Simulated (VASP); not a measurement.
# AlGaN (P-6m2) in VASP: further runs, part 3 of 3

VASP 6.6.1. Earlier steps stand in the parts before.

### 7 Relaxation of cell and atoms, PBE

This run uses another cell than the first one, of 18.70 Å³/atom.

INCAR reads:

```
SYSTEM = AlGaN
ALGO = Normal ; EDIFF = 1E-6
EDIFFG = -0.01 ; ENCUT = 600
GGA = PE ; IBRION = 2
ISIF = 3 ; ISMEAR = 0
LASPH = .TRUE. ; LCHARG = .FALSE.
LREAL = .FALSE. ; LWAVE = .FALSE.
NELM = 60 ; NSW = 100
PREC = Accurate ; SIGMA = 0.1
```

KPOINTS reads:

```
k-points
0
G
  18 18 8
  0 0 0
```

POSCAR reads:

```
AlGaN
1.0
    3.1854624584      0.0000000000      0.0000000000
   -1.5927312292      2.7586914117      0.0000000000
    0.0000000000      0.0000000000      6.3847856303
Al Ga N
1 1 1
Direct
    0.0000000000      0.0000000000      0.5000000000
    0.3333333333      0.6666666667      0.0000000000
    0.6666666667      0.3333333333      0.0000000000
```

Potentials or basis: VASP PAW PBE potentials, release 64 (Al, Ga_d, N).

Started as:

```console
cat potpaw_PBE.64/Al/POTCAR potpaw_PBE.64/Ga_d/POTCAR potpaw_PBE.64/N/POTCAR > POTCAR
mpirun -np 1 vasp_std > vasp.out
```

OUTCAR:

```text
SYSTEM = AlGaN
   EDIFF = 1E-6
   EDIFFG = -0.01
   ENCUT = 600
   GGA = PE
   IBRION = 2
   ISIF = 3
   ISMEAR = 0
   LASPH = .TRUE.
   LREAL = .FALSE.
   NELM = 60
   NSW = 100
   PREC = Accurate

 ion  position               nearest neighbor table
   1  0.000  0.000  0.500-
   2  0.333  0.667  0.000-   3 1.84   3 1.84   3 1.84
   3  0.667  0.333  0.000-   2 1.84   2 1.84   2 1.84

  LATTYP: Found a hexagonal cell.
 ALAT       =     3.1854624584
 C/A-ratio  =     2.0043512406

  Lattice vectors:

 A1 = (   3.1854624584,   0.0000000000,   0.0000000000)
 A2 = (  -1.5927312292,   2.7586914117,   0.0000000000)
 A3 = (   0.0000000000,   0.0000000000,   6.3847856303)

Analysis of symmetry for initial positions (statically):
=====================================================================
 Subroutine PRICEL returns:
 Original cell was already a primitive cell.

 Routine SETGRP: Setting up the symmetry group for a
 hexagonal supercell.

 Subroutine GETGRP returns: Found 12 space group operations
 (whereof 12 operations were pure point group operations)
 out of a pool of 24 trial point group operations.

The static configuration has the point symmetry D_3h.

Analysis of symmetry for dynamics (positions and initial velocities):
=====================================================================
 Subroutine PRICEL returns:
 Original cell was already a primitive cell.

 Routine SETGRP: Setting up the symmetry group for a
 hexagonal supercell.

 Subroutine GETGRP returns: Found 12 space group operations
 (whereof 12 operations were pure point group operations)
 out of a pool of 24 trial point group operations.

The dynamic configuration has the point symmetry D_3h.

 Subroutine INISYM returns: Found 12 space group operations
 (whereof 12 operations are pure point group operations),
 and found     1 'primitive' translations

----------------------------------------------------------------------------------------

                                     Primitive cell

  volume of cell :      56.1076

  direct lattice vectors                    reciprocal lattice vectors
     3.185462458  0.000000000  0.000000000     0.313926161  0.181245353  0.000000000
    -1.592731229  2.758691412  0.000000000     0.000000000  0.362490707  0.000000000
     0.000000000  0.000000000  6.384785630     0.000000000  0.000000000  0.156622330

  length of vectors
     3.185462458  3.185462458  6.384785630     0.362490707  0.362490707  0.156622330

  position of ions in fractional coordinates (direct lattice)
     0.000000000  0.000000000  0.500000000
     0.333333333  0.666666667  0.000000000
     0.666666667  0.333333333  0.000000000

  ion indices of the primitive-cell ions
   primitive index   ion index
                 1           1
                 2           2
                 3           3

----------------------------------------------------------------------------------------

 KPOINTS: k-points
[... 57 lines left out ...]
   NGXF,Y,Z  is equivalent  to a cutoff of  29.23, 29.23, 28.12 a.u.
 SYSTEM =  AlGaN
   PREC   = accura    normal or accurate (medium, high low for compatibility)
   ISTART =      0    job   : 0-new  1-cont  2-samecut
   ICHARG =      2    charge: 1-file 2-atom 10-const
   ISPIN  =      1    spin polarized calculation?
   LNONCOLLINEAR =      F non collinear calculations
   LSORBIT =      F    spin-orbit coupling
   LASPH  =      T    aspherical Exc in radial PAW
   ENCUT  =  600.0 eV  44.10 Ry    6.64 a.u.   6.36  6.36 12.75*2*pi/ulx,y,z
   NELM   =     60;   NELMIN=  2; NELMDL= -5     # of ELM steps
   EDIFF  = 0.1E-05   stopping-criterion for ELM
   LREAL  =      F    real-space projection
   EDIFFG = -.1E-01   stopping-criterion for IOM
   NSW    =    100    number of steps for IOM
   IBRION =      2    ionic relax: 0-MD 1-quasi-New 2-CG
   NFREE  =      1    steps in history (QN), initial steepest desc. (CG)
   ISIF   =      3    stress and relaxation
   ISYM   =      2    0-nonsym 1-usesym 2-fastsym
   POTIM  = 0.5000    time-step for ionic-motion
   TEBEG  =    0.0;   TEEND  =   0.0 temperature during run
   PSTRESS=    0.0 pullay stress
   NELECT =      21.0000    total number of electrons
   NUPDOWN=      -1.0000    fix difference up-down
   EMIN   =  10.00;   EMAX   =-10.00  energy-range for DOS
   EFERMI =   0.00;   METHOD = LEGACY
   ISMEAR =     0;   SIGMA  =   0.10  broadening in eV -4-tet -1-fermi 0-gaus
   EFERMI_NEDOS =   21; number of points for ismear=-14 and -15
   IALGO  =     38    algorithm
   IMIX   =      4    mixing-type and parameters
     AMIX     =   0.40;   BMIX     =  1.00
     AMIX_MAG =   1.60;   BMIX_MAG =  1.00
  volume/ion in A,a.u.               =      18.70       126.21
  Fermi-wavevector in a.u.,A,eV,Ry     =   1.179797  2.229493 18.938234  1.391921
  Thomas-Fermi vector in A             =   2.316101
   LORBIT       =      0    0 simple, 1 ext, 2 COOP (PROOUT), +10 PAW based schemes
   GGA     = PE    functional components
   LHFCALC =     F    Hartree Fock is set to
   AEXX    =    0.0000 exact exchange contribution
   IVDW    =     0    specifies the selected vdW correction
   LEPSILON=     F    determine dielectric tensor
   LRPA    =     F    only Hartree local field effects (RPA)
 conjugate gradient relaxation of ions
 non-spin polarized calculation
 Gauss-broadening in eV      SIGMA  =   0.10
  energy-cutoff  :      600.00
  volume of cell :       56.11
 maximum number of plane-waves:      1900
 NGX is ok and might be reduce to    28
   NGX = 13   NGY = 13   NGZ = 25

--------------------------------------- Ionic step        1  -------------------------------------------

 number of electron      21.0000002 magnetization

 Free energy of the ion-electron system (eV)
  ---------------------------------------------------
  ext. energy  EPLUGINS =         0.00000000
  ---------------------------------------------------
  free energy    TOTEN  =       -14.14767142 eV

  energy without entropy =      -14.14385346  energy(sigma->0) =      -14.14576244

------------------------ aborting loop because EDIFF is reached ----------------------------------------

  FORCE on cell =-STRESS in cart. coord.  units (eV):
  Direction    XX          YY          ZZ          XY          YZ          ZX
  --------------------------------------------------------------------------------------
  -------------------------------------------------------------------------------------
  Total       -0.1164155     -0.1164155     -0.0368762      0.0000000      0.0000000      0.0000000
  in kB       -3.3242943     -3.3242943     -1.0530160      0.0000000      0.0000000      0.0000000
  external PRESSURE =      -2.5672016 kB  Pullay stress =       0.0000000 kB
[... 61 lines left out ...]
--------------------------------------- Ionic step        3  -------------------------------------------

 number of electron      21.0000001 magnetization

 Free energy of the ion-electron system (eV)
  ---------------------------------------------------
  ext. energy  EPLUGINS =         0.00000000
  ---------------------------------------------------
  free energy    TOTEN  =       -14.14778736 eV

  energy without entropy =      -14.14398847  energy(sigma->0) =      -14.14588791

 E-fermi :   4.3624     XC(G=0):  -9.4181

 val. band max:        4.3605502468   @ k =   0.3333   0.1111   0.5000
 cond. band min:       4.3650695496   @ k =   0.2778   0.2778   0.5000
 fundamental gap:      0.0045193029
 Fermi energy:         4.3624498702

 k-point     1 :       0.0000    0.0000    0.0000
  band No.  band energies     occupation
      1     -13.0697      2.00000
      2     -10.9525      2.00000
      3     -10.9525      2.00000
      4     -10.6484      2.00000
      5     -10.6484      2.00000
      6     -10.0415      2.00000
      7      -2.7187      2.00000
      8      -1.1061      2.00000
      9       2.0546      2.00000
     10       2.0546      2.00000
     11       4.9854      0.00000
     12       5.2487      0.00000
     13      12.1687      0.00000
     14      12.4738      0.00000
[... 377 lines left out ...]
      1     -12.3511      2.00000
      2     -10.8456      2.00000
      3     -10.7776      2.00000
      4     -10.6766      2.00000
      5     -10.6236      2.00000
      6      -8.8881      2.00000
      7      -3.6556      2.00000
      8      -0.3381      2.00000
      9       1.2619      2.00000
     10       1.6318      2.00000
     11       3.3506      2.00000
     12       5.3869      0.00000
     13       7.9884      0.00000
     14       8.4541      0.00000

 [... further k-points ...]

------------------------ aborting loop because EDIFF is reached ----------------------------------------

  FORCE on cell =-STRESS in cart. coord.  units (eV):
  Direction    XX          YY          ZZ          XY          YZ          ZX
  --------------------------------------------------------------------------------------
  -------------------------------------------------------------------------------------
  Total        0.0003134      0.0003134     -0.0295714      0.0000000      0.0000000     -0.0000000
  in kB        0.0089687      0.0089687     -0.8463867      0.0000000      0.0000000     -0.0000000
  external PRESSURE =      -0.2761498 kB  Pullay stress =       0.0000000 kB
[... 18 lines left out ...]
  FREE ENERGIE OF THE ION-ELECTRON SYSTEM (eV)
  ---------------------------------------------------
  free  energy   TOTEN  =       -14.1477873551 eV

  energy  without entropy=      -14.1439884715  energy(sigma->0) =      -14.14588791

 reached required accuracy - stopping structural energy minimisation
```

OSZICAR:

```text
N       E                     dE             d eps       ncg     rms          rms(c)
DAV:   1     0.128809443993E+03    0.12881E+03   -0.10975E+04  5180   0.211E+03
[... 22 lines left out ...]
       N       E                     dE             d eps       ncg     rms          rms(c)
DAV:   1    -0.141483797552E+02   -0.68233E-03   -0.99039E-03  7130   0.263E+00    0.153E-01
DAV:   2    -0.141479313279E+02    0.44843E-03   -0.12530E-03  7136   0.985E-01    0.702E-02
DAV:   3    -0.141478037475E+02    0.12758E-03   -0.16505E-04  6720   0.478E-01    0.206E-02
DAV:   4    -0.141477893658E+02    0.14382E-04   -0.53872E-05  6980   0.740E-02    0.525E-03
DAV:   5    -0.141477873154E+02    0.20504E-05   -0.46298E-06  5492   0.536E-02    0.129E-03
DAV:   6    -0.141477873551E+02   -0.39755E-07   -0.26135E-07  2842   0.145E-02
   3 F= -.14147787E+02 E0= -.14145888E+02  d E =-.115936E-03
```

Wall time 4.5 min (1 thread of AMD EPYC 7R13 (Zen 3), shared host); peak memory 0.34 GiB.

What came out:

| Quantity | Value |
| --- | --- |
| Free energy | -14.1478 eV |
| Relaxed volume | 18.66 Å³/atom |
| Relaxed cell | a = 3.182 Å, b = 3.182 Å, c = 6.383 Å, α = 90.00°, β = 90.00°, γ = 120.00° |
| Space group after relaxing (to 0.1 Å) | P-6m2 (No. 187) |
| Energy gained by relaxing | 0.0 meV/atom |
| Ionic steps | 3 |
| Pressure after relaxing | 0.0 GPa |
| Band gap on the k mesh | zero (an odd number of electrons rules out a gap without spin polarisation) |

The path:
| step | energy change (eV) | largest force (eV/Å) | pressure (GPa) | volume (Å³) |
| --- | --- | --- | --- | --- |
| 1 | 0.0000 | 0.0000 | -0.26 | 56.11 |
| 2 | 0.0000 | 0.0000 | 0.22 | 55.86 |
| 3 | -0.0001 | 0.0000 | -0.03 | 55.98 |

Final structure:
```
Al Ga N
1.0
     3.18227    0.00000    0.00000
    -1.59113    2.75593    0.00000
     0.00000    0.00000    6.38276
Al Ga N
1 1 1
Direct
  0.00000 0.00000 0.50000
  0.33333 0.66667 0.00000
  0.66667 0.33333 0.00000
```

Levels at points of the mesh, in eV from the Fermi level:
```tsv
k point	band 7	band 8	band 9	band 10	band 11	band 12	band 13	band 14
(0.00, 0.00, 0.00)	-7.08	-5.47	-2.31	-2.31	0.62	0.89	7.81	8.11
(0.50, 0.00, 0.00)	-8.28	-4.17	-2.67	-2.55	-2.04	0.80	3.52	4.11
(0.00, 0.00, 0.50)	-7.64	-3.88	-2.31	-2.31	-1.90	2.85	5.22	8.95
(0.50, 0.00, 0.50)	-8.26	-4.16	-3.28	-2.85	-1.15	2.13	2.93	3.78
```

### 8 The runs side by side

| task | spin | cell | k mesh | cutoff (eV) | gap on the mesh (eV) | pressure (GPa) | relaxed volume (Å³/atom) |
| --- | --- | --- | --- | --- | --- | --- | --- |
| single point | off | a = 3.642, b = 3.642, c = 3.522 Å, angles 90.0, 90.0, 120.0°, 3 atoms | 6 × 6 × 6 | 520 | none | 2.8 | - |
| single point | collinear, ferromagnetic start | a = 3.642, b = 3.642, c = 3.522 Å, angles 90.0, 90.0, 120.0°, 3 atoms | 6 × 6 × 6 | 520 | none | 2.8 | - |
| single point | off | a = 3.185, b = 3.185, c = 6.385 Å, angles 90.0, 90.0, 120.0°, 3 atoms | 12 × 12 × 14 | 520 | none | -0.2 | - |
| single point | off | a = 3.185, b = 3.185, c = 6.385 Å, angles 90.0, 90.0, 120.0°, 3 atoms | 18 × 18 × 8 | 520 | none | -0.2 | - |
| relaxation of cell and atoms | off | relaxed from a = 3.642, b = 3.642, c = 3.522 Å, angles 90.0, 90.0, 120.0°, 3 atoms | 12 × 12 × 14 | 600 | none | 0.0 | 15.88 |
| relaxation of cell and atoms | off | relaxed from a = 3.185, b = 3.185, c = 6.385 Å, angles 90.0, 90.0, 120.0°, 3 atoms | 18 × 18 × 8 | 600 | none | 0.0 | 18.66 |

Alike in all rows: level PBE; potentials or basis VASP PAW PBE potentials, release 64 (Al, Ga_d, N); smearing gaussian 0.1 eV.

Caveats: the stress differs along the axes, from -1 to 11 GPa (at least some runs); the volume moved by over 15 % at a fixed basis, so the end points are rough (at least some runs).

Absolute energies hang on the potentials; compare differences alone.

The gap in the log of VASP goes by the Fermi energy; the results here count the filled bands.